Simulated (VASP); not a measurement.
A run of VASP 6.6.1 is set up as follows.

The input INCAR:

```
SYSTEM = W
PREC = Accurate ; ENCUT = 520
EDIFF = 1E-6 ; ISMEAR = -1
SIGMA = 0.4 ; LREAL = .FALSE.
LASPH = .TRUE. ; NELM = 60
ALGO = Fast ; ISIF = 2
LWAVE = .FALSE. ; LCHARG = .FALSE.
GGA = PE ; NBANDS = 13
```

The input KPOINTS:

```
Automatic mesh
0
G
  20 20 20
  0 0 0
```

Contents of POSCAR:

```
W
1.0
   -1.5973000000      1.5973000000      1.6771650000
    1.5973000000     -1.5973000000      1.6771650000
    1.5973000000      1.5973000000     -1.6771650000
W
1
Direct
    0.0000000000      0.0000000000      0.0000000000
```

Potentials or basis: VASP PAW PBE potentials, release 64 (W_sv).

Run with:

```bash
$ cat potpaw_PBE.64/W_sv/POTCAR > POTCAR
$ mpirun -np 1 vasp_std > vasp.out
```

**Question.** Estimate the pressure.

**Answer.** -13.6 GPa.

**Question.** Predict the band gap on the k mesh.

**Answer.** Zero (bands 7 and 8 overlap by 5.36 eV).

Stress tensor (GPa, compression positive):
```
-10.29   0.00   0.00
  0.00 -10.29   0.00
  0.00   0.00 -20.21
```

Caveat: the cell differs from its parent crystal (strain +0.000 along x and y, +0.050 along z); the cell stands under tension; so wide a smearing shifts energies and pressures; spin-orbit coupling is left out, which moves the levels of the heavy elements.
